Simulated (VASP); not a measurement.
# SnO in VASP: notebook

SnO is run at these levels: PBE+D3(BJ); tasks: single point.

Program: VASP 6.6.1. These are calculated values, not measurements. Logs are shortened: lines on timing, memory, paths and dates and some standing lists are left out, and cuts for length are marked.

### 1 The cell of the first run

It takes space group P4/nmm (No. 129, tetragonal). The conventional cell has a = 3.833 Å, b = 3.833 Å, c = 4.747 Å, α = 90.00°, β = 90.00°, γ = 90.00°. Within 3.0 Å of Sn (site symmetry 4mm) lie 4 O at 2.24 Å. O (site symmetry -4m2) has 4 Sn at 2.24 Å and 4 O at 2.71 Å within 3.0 Å.

### 2 Single point, PBE+D3(BJ)

The input, INCAR:

```
ALGO = Normal ; EDIFF = 1E-7
ENCUT = 520 ; GGA = PE
ISIF = 2 ; ISMEAR = -1
IVDW = 12 ; LASPH = T
LCHARG = F ; LREAL = F
LWAVE = F ; NBANDS = 50
NELM = 80 ; PREC = Accurate
SIGMA = 0.15
```

The input, KPOINTS:

```
k-points
0
Gamma
  10 10 4
```

The input, POSCAR:

```
SnO
1.0
    2.7104567667     -2.7104563192      0.0000000000
    2.7104567667      2.7104563192      0.0000000000
    0.0000000000      0.0000000000      9.4945658274
Sn O
4 4
Direct
   -0.0000016208      0.0000016208      0.0007530971
    0.0000016208     -0.0000016208      0.5007530971
    0.5000014072      0.4999985928      0.2562469724
    0.4999985928      0.5000014072      0.7562469724
    1.0000003979      0.4999993880      0.3784999653
   -0.0000003979      0.5000006120      0.8784999653
    0.5000006120     -0.0000003979      0.3784999653
    0.4999993880      1.0000003979      0.8784999653
```

Potentials or basis: VASP PAW PBE potentials, release 64 (Sn_d, O).

Run with:

```console
$ cat potpaw_PBE.64/Sn_d/POTCAR potpaw_PBE.64/O/POTCAR > POTCAR
$ mpirun -np 1 vasp_std > vasp.out
```

OUTCAR:

```text
EDIFF = 1E-7
   ENCUT = 520
   GGA = PE
   ISIF = 2
   ISMEAR = -1
   IVDW = 12
   LASPH = T
   LREAL = F
   NELM = 80
   PREC = Accurate
 IVDW          = 12

 ion  position               nearest neighbor table
   1  1.000  0.000  0.001-   6 2.24   8 2.24   8 2.24   6 2.24   4 3.57   4 3.57   4 3.57   4 3.57
                             3 3.64   3 3.64   3 3.64   3 3.64
   2  0.000  1.000  0.501-   5 2.24   7 2.24   5 2.24   7 2.24   3 3.57   3 3.57   3 3.57   3 3.57
                             4 3.64   4 3.64   4 3.64   4 3.64
   3  0.500  0.500  0.256-   5 2.24   7 2.24   7 2.24   5 2.24   2 3.57   2 3.57   2 3.57   2 3.57
                             1 3.64   1 3.64   1 3.64   1 3.64
   4  0.500  0.500  0.756-   6 2.24   8 2.24   6 2.24   8 2.24   1 3.57   1 3.57   1 3.57   1 3.57
                             2 3.64   2 3.64   2 3.64   2 3.64
   5  0.000  0.500  0.378-   3 2.24   2 2.24   3 2.24   2 2.24
   6  1.000  0.500  0.878-   4 2.24   1 2.24   4 2.24   1 2.24
   7  0.500  1.000  0.378-   3 2.24   2 2.24   3 2.24   2 2.24
   8  0.500  0.000  0.878-   4 2.24   1 2.24   4 2.24   1 2.24

  LATTYP: Found a simple tetragonal cell.
 ALAT       =     3.8331644033
 C/A-ratio  =     2.4769524154

  Lattice vectors:

 A1 = (   2.7104567667,  -2.7104563192,   0.0000000000)
 A2 = (   2.7104567667,   2.7104563192,   0.0000000000)
 A3 = (   0.0000000000,   0.0000000000,   9.4945658274)

Analysis of symmetry for initial positions (statically):
=====================================================================
 Subroutine PRICEL returns following result:

  LATTYP: Found a simple tetragonal cell.
 ALAT       =     3.8331644033
 C/A-ratio  =     1.2384762077

  Lattice vectors:

 A1 = (   2.7104567667,  -2.7104563192,   0.0000000000)
 A2 = (   2.7104567667,   2.7104563192,   0.0000000000)
 A3 = (   0.0000087862,  -0.0000087862,   4.7472829137)

   2 primitive cells build up your supercell.

 Routine SETGRP: Setting up the symmetry group for a
 simple tetragonal supercell.

 Subroutine GETGRP returns: Found 16 space group operations
 (whereof  8 operations were pure point group operations)
 out of a pool of 16 trial point group operations.

The static configuration has the point symmetry C_4v.
 The point group associated with its full space group is D_4h.

Analysis of symmetry for dynamics (positions and initial velocities):
=====================================================================
 Subroutine PRICEL returns following result:

  LATTYP: Found a simple tetragonal cell.
 ALAT       =     3.8331644033
 C/A-ratio  =     1.2384762077

  Lattice vectors:

 A1 = (   2.7104567667,  -2.7104563192,   0.0000000000)
 A2 = (   2.7104567667,   2.7104563192,   0.0000000000)
 A3 = (   0.0000087862,  -0.0000087862,   4.7472829137)

   2 primitive cells build up your supercell.

 Routine SETGRP: Setting up the symmetry group for a
 simple tetragonal supercell.

 Subroutine GETGRP returns: Found 16 space group operations
 (whereof  8 operations were pure point group operations)
 out of a pool of 16 trial point group operations.

The dynamic configuration has the point symmetry C_4v.
 The point group associated with its full space group is D_4h.

 Subroutine INISYM returns: Found 16 space group operations
 (whereof  8 operations are pure point group operations),
 and found     2 'primitive' translations

----------------------------------------------------------------------------------------

                                     Primitive cell

  volume of cell :      69.7525

  direct lattice vectors                    reciprocal lattice vectors
     2.710456767 -2.710456319  0.000000000     0.184470753 -0.184470783 -0.000000683
     2.710456767  2.710456319  0.000000000     0.184470753  0.184470783 -0.000000000
     0.000008786 -0.000008786  4.747282914     0.000000000  0.000000000  0.210646810

  length of vectors
     3.833164403  3.833164403  4.747282914     0.260881062  0.260881062  0.210646810

  position of ions in fractional coordinates (direct lattice)
     0.999998374  0.000001621  0.001506194
     0.499993690  0.500001407  0.512493945
     0.999993907  0.500000612  0.756999931
     0.499993693  0.000000398  0.756999931

  ion indices of the primitive-cell ions
   primitive index   ion index
                 1           1
                 2           4
                 3           6
                 4           8

----------------------------------------------------------------------------------------

 KPOINTS: k-points

Automatic generation of k-mesh.
 Grid dimensions read from file:
 generate k-points for:   10   10    4

 Generating k-lattice:

  Cartesian coordinates                     Fractional coordinates (reciprocal lattice)
     0.018447075 -0.018447078  0.000000000     0.100000000  0.000000000  0.000000000
     0.018447075  0.018447078  0.000000000     0.000000000  0.100000000  0.000000000
     0.000000000  0.000000000  0.026330851     0.000000000  0.000000000  0.250000000

  Length of vectors
     0.026088106  0.026088106  0.026330851

  Shift w.r.t. Gamma in fractional coordinates (k-lattice)
     0.000000000  0.000000000  0.000000000

 Subroutine IBZKPT returns following result:
 ===========================================

 Found     63 irreducible k-points:

 Following reciprocal coordinates:
            Coordinates               Weight
  0.000000  0.000000  0.000000      1.000000
  0.100000 -0.000000  0.000000      4.000000
  0.200000 -0.000000  0.000000      4.000000
  0.300000  0.000000  0.000000      4.000000
  0.400000  0.000000  0.000000      4.000000
  0.500000 -0.000000  0.000000      2.000000
[... 16 lines left out ...]
  0.100000 -0.000000  0.250000      8.000000
  0.200000 -0.000000  0.250000      8.000000
 [... further k-points ...]
   k-points           NKPTS =     63   k-points in BZ     NKDIM =     63   number of bands    NBANDS=     50
   number of dos      NEDOS =    301   number of ions     NIONS =      8
   total plane-waves  NPLWV =  64800
   dimension x,y,z NGX =    30 NGY =   30 NGZ =   72
   dimension x,y,z NGXF=    60 NGYF=   60 NGZF=  144
   ions per type =               4   4
   NGX,Y,Z   is equivalent  to a cutoff of  13.01, 13.01, 12.61 a.u.
   NGXF,Y,Z  is equivalent  to a cutoff of  26.02, 26.02, 25.21 a.u.
 SYSTEM =  unknown system
   PREC   = accura    normal or accurate (medium, high low for compatibility)
   ISTART =      0    job   : 0-new  1-cont  2-samecut
   ICHARG =      2    charge: 1-file 2-atom 10-const
   ISPIN  =      1    spin polarized calculation?
   LNONCOLLINEAR =      F non collinear calculations
   LSORBIT =      F    spin-orbit coupling
   LASPH  =      T    aspherical Exc in radial PAW
   ENCUT  =  520.0 eV  38.22 Ry    6.18 a.u.   7.13  7.13 17.65*2*pi/ulx,y,z
   NELM   =     80;   NELMIN=  2; NELMDL= -5     # of ELM steps
   EDIFF  = 0.1E-06   stopping-criterion for ELM
   LREAL  =      F    real-space projection
   EDIFFG = 0.1E-05   stopping-criterion for IOM
   NSW    =      0    number of steps for IOM
   IBRION =     -1    ionic relax: 0-MD 1-quasi-New 2-CG
   NFREE  =      0    steps in history (QN), initial steepest desc. (CG)
   ISIF   =      2    stress and relaxation
   ISYM   =      2    0-nonsym 1-usesym 2-fastsym
   POTIM  = 0.5000    time-step for ionic-motion
   TEBEG  =    0.0;   TEEND  =   0.0 temperature during run
   PSTRESS=    0.0 pullay stress
   NELECT =      80.0000    total number of electrons
   NUPDOWN=      -1.0000    fix difference up-down
   EMIN   =  10.00;   EMAX   =-10.00  energy-range for DOS
   EFERMI =   0.00;   METHOD = LEGACY
   ISMEAR =    -1;   SIGMA  =   0.15  broadening in eV -4-tet -1-fermi 0-gaus
   EFERMI_NEDOS =   21; number of points for ismear=-14 and -15
   IALGO  =     38    algorithm
   IMIX   =      4    mixing-type and parameters
     AMIX     =   0.40;   BMIX     =  1.00
     AMIX_MAG =   1.60;   BMIX_MAG =  1.00
  volume/ion in A,a.u.               =      17.44       117.68
  Fermi-wavevector in a.u.,A,eV,Ry     =   1.360112  2.570240 25.169499  1.849906
  Thomas-Fermi vector in A             =   2.486803
   LORBIT       =      0    0 simple, 1 ext, 2 COOP (PROOUT), +10 PAW based schemes
   GGA     = PE    functional components
   LHFCALC =     F    Hartree Fock is set to
   AEXX    =    0.0000 exact exchange contribution
   IVDW    =    12    specifies the selected vdW correction
   LEPSILON=     F    determine dielectric tensor
   LRPA    =     F    only Hartree local field effects (RPA)
 non-spin polarized calculation
  energy-cutoff  :      520.00
  volume of cell :      139.51
 maximum number of plane-waves:      3804
 NGX is ok and might be reduce to    30
   NGX = 15   NGY = 15   NGZ = 35

 number of electron      80.0000040 magnetization

 Free energy of the ion-electron system (eV)
  ---------------------------------------------------
  ext. energy  EPLUGINS =         0.00000000
  ---------------------------------------------------
  free energy    TOTEN  =       -45.38110242 eV

  energy without entropy =      -45.35260904  energy(sigma->0) =      -45.36685573

 E-fermi :   7.3226     XC(G=0): -10.3053

 val. band max:        7.1499072211   @ k =   0.1000  -0.0000   0.0000
 cond. band min:       7.3684499747   @ k =   0.5000   0.5000   0.2500
 fundamental gap:      0.2185427536
 Fermi energy:         7.3226332815

 k-point     1 :       0.0000    0.0000    0.0000
  band No.  band energies     occupation
      1     -14.7897      2.00000
      2     -14.7678      2.00000
      3     -14.4093      2.00000
      4     -14.3982      2.00000
      5     -14.3982      2.00000
      6     -14.3875      2.00000
[... 42 lines left out ...]
     49      13.0301      0.00000
     50      13.0301      0.00000

 k-point     2 :       0.1000   -0.0000    0.0000
  band No.  band energies     occupation
      1     -14.7840      2.00000
      2     -14.7645      2.00000
      3     -14.4086      2.00000
      4     -14.3964      2.00000
      5     -14.3954      2.00000
      6     -14.3861      2.00000
[... 42 lines left out ...]
     49      12.7843      0.00000
     50      13.0765      0.00000

 k-point     3 :       0.2000   -0.0000    0.0000
  band No.  band energies     occupation
      1     -14.7677      2.00000
      2     -14.7550      2.00000
      3     -14.4563      2.00000
      4     -14.4190      2.00000
      5     -14.3908      2.00000
      6     -14.3874      2.00000
[... 42 lines left out ...]
     49      12.5669      0.00000
     50      13.1880      0.00000

 k-point     4 :       0.3000    0.0000    0.0000
  band No.  band energies     occupation
      1     -14.7421      2.00000
      2     -14.7394      2.00000
      3     -14.5417      2.00000
      4     -14.5060      2.00000
      5     -14.3902      2.00000
      6     -14.3817      2.00000
[... 999 lines left out ...]
 k-point    23 :       0.1000   -0.0000    0.2500
  band No.  band energies     occupation
      1     -14.7812      2.00000
      2     -14.7675      2.00000
      3     -14.4059      2.00000
      4     -14.3960      2.00000
      5     -14.3928      2.00000
      6     -14.3865      2.00000
[... 42 lines left out ...]
     49      13.1551      0.00000
     50      13.5941      0.00000

 k-point    24 :       0.2000   -0.0000    0.2500
  band No.  band energies     occupation
      1     -14.7659      2.00000
      2     -14.7569      2.00000
      3     -14.4525      2.00000
      4     -14.4280      2.00000
      5     -14.3887      2.00000
      6     -14.3841      2.00000
[... 42 lines left out ...]
     49      12.7208      0.00000
     50      13.6226      0.00000

 [... further k-points ...]

------------------------ aborting loop because EDIFF is reached ----------------------------------------

 Edisp (eV)   -1.88749

 E8    (eV) :    -0.8190

  FORCE on cell =-STRESS in cart. coord.  units (eV):
  Direction    XX          YY          ZZ          XY          YZ          ZX
  --------------------------------------------------------------------------------------
  -------------------------------------------------------------------------------------
  Total       0.17307     0.17307     0.20867     0.00000     0.00000     0.00000
  in kB       1.98766     1.98766     2.39650     0.00000     0.00000     0.00000
  external pressure =        2.12 kB  Pullay stress =        0.00 kB

 VOLUME and BASIS-vectors are now :
 -----------------------------------------------------------------------------
  energy-cutoff  :      520.00
  volume of cell :      139.51
      direct lattice vectors                 reciprocal lattice vectors
     2.710456767 -2.710456319  0.000000000     0.184470753 -0.184470783  0.000000000
     2.710456767  2.710456319  0.000000000     0.184470753  0.184470783  0.000000000
     0.000000000  0.000000000  9.494565827     0.000000000  0.000000000  0.105323405

 POSITION                                       TOTAL-FORCE (eV/Angst)
 -----------------------------------------------------------------------------------
      2.71046     -2.71045      0.00715        -0.000000      0.000000      0.079608
      2.71046      2.71045      4.75443         0.000000      0.000000      0.079608
      2.71046     -0.00001      2.43295        -0.000000      0.000000     -0.079608
      2.71046      0.00001      7.18024        -0.000000      0.000000     -0.079608
      1.35523      1.35523      3.59369        -0.000000      0.000000      0.000000
      4.06569     -1.35523      8.34098        -0.000000      0.000000      0.000000
      4.06569      1.35523      3.59369        -0.000000     -0.000000      0.000000
      1.35523     -1.35523      8.34098        -0.000000     -0.000000      0.000000
 -----------------------------------------------------------------------------------
    total drift:                                0.000000      0.006142     -0.025182

  FREE ENERGIE OF THE ION-ELECTRON SYSTEM (eV)
  ---------------------------------------------------
  free  energy   TOTEN  =       -47.2685953573 eV

  energy  without entropy=      -47.2401019844  energy(sigma->0) =      -47.25434867
```

It took 3.9 min on 1 thread of Intel Xeon 6975P-C (Granite Rapids), shared host; peak memory 0.45 GiB.

Results:

```
Free energy                : -47.2686 eV
Pressure                   : 0.2 GPa
Largest force              : 0.080 eV/Å
Band gap on the k mesh     : zero (bands 40 and 41 overlap by 0.03 eV)
Dispersion energy per atom : -0.236 eV
```

Forces on the atoms (eV/Å):
```
Sn   0.000  0.000  0.080
Sn   0.000  0.000  0.080
Sn   0.000  0.000 -0.080
Sn   0.000  0.000 -0.080
O    0.000  0.000  0.000
O    0.000  0.000  0.000
O    0.000  0.000  0.000
O    0.000  0.000  0.000
```

Caveat: semilocal functionals underestimate gaps, so a narrow gap can read as zero; spin-orbit coupling is left out, which moves the levels of the heavy elements.

### 3 Single point, PBE+D3(BJ)

This run uses another cell than the first one, of 17.51 Å³/atom.

The input, INCAR:

```
SYSTEM = SnO
  ALGO = Normal
  EDIFF = 1E-7
  ENCUT = 520
  GGA = PE
  ISIF = 2
  ISMEAR = 0
  IVDW = 12
  LASPH = .True.
  LCHARG = .False.
  LREAL = .False.
  LWAVE = .False.
  NBANDS = 50
  NELM = 60
  PREC = Accurate
  SIGMA = 0.1
```

The input, KPOINTS:

```
k-points
0
Gamma
  10 10 4
  0 0 0
```

The input, POSCAR:

```
SnO
1.0
    2.7125066265     -2.7124990873      0.0000000000
    2.7125066265      2.7124990873      0.0000000000
    0.0000000000      0.0000000000      9.5178525886
Sn O
4 4
Direct
   -0.0001094688      0.0001094688      0.0002320630
    0.0001094688     -0.0001094688      0.5002320630
    0.5001267623      0.4998732377      0.2567722148
    0.4998732377      0.5001267623      0.7567722148
    1.0001760432      0.4998149212      0.3784978611
   -0.0001760432      0.5001850788      0.8784978611
    0.5001850788     -0.0001760432      0.3784978611
    0.4998149212      1.0001760432      0.8784978611
```

Potentials or basis: VASP PAW PBE potentials, release 64 (Sn_d, O).

Run with:

```console
$ cat potpaw_PBE.64/Sn_d/POTCAR potpaw_PBE.64/O/POTCAR > POTCAR
$ mpirun -np 1 vasp_std > vasp.out
```

Run time: 5.4 min. Hardware: 1 thread of Intel Xeon 6975P-C (Granite Rapids), shared host; peak memory 0.56 GiB.

The run converged. Its results:

* Free energy: -47.2576 eV
* Pressure: 0.3 GPa
* Largest force: 0.084 eV/Å
* Band gap on the k mesh: zero (filled and empty bands touch)
* Dispersion energy per atom: -0.235 eV

Forces on the atoms (eV/Å):
```
Sn   0.000  0.001  0.084
Sn   0.000 -0.001  0.084
Sn   0.000  0.000 -0.084
Sn   0.000  0.000 -0.084
O    0.000  0.002  0.000
O    0.000 -0.002  0.000
O    0.000  0.002  0.000
O    0.000 -0.002  0.000
```

Levels at points of the mesh, in eV from the Fermi level:
| k point | band 38 | band 39 | band 40 | band 41 | band 42 | band 43 |
| --- | --- | --- | --- | --- | --- | --- |
| (0.00, 0.00, 0.00) | -3.06 | -2.14 | -0.07 | 1.66 | 2.10 | 2.76 |
| (0.50, 0.00, 0.00) | -2.73 | -1.73 | -1.73 | 2.64 | 2.64 | 3.23 |
| (0.50, 0.50, 0.00) | -2.47 | -1.92 | -1.92 | -0.06 | -0.06 | 2.28 |
| (0.00, 0.00, 0.50) | -3.12 | -0.61 | -0.61 | 1.63 | 1.63 | 3.36 |
| (0.50, 0.00, 0.50) | -2.19 | -2.19 | -2.19 | 2.92 | 2.92 | 2.92 |
| (0.50, 0.50, 0.50) | -2.39 | -2.39 | -2.39 | 0.85 | 0.85 | 0.85 |

Caveat: semilocal functionals underestimate gaps, so a narrow gap can read as zero; spin-orbit coupling is left out, which moves the levels of the heavy elements.
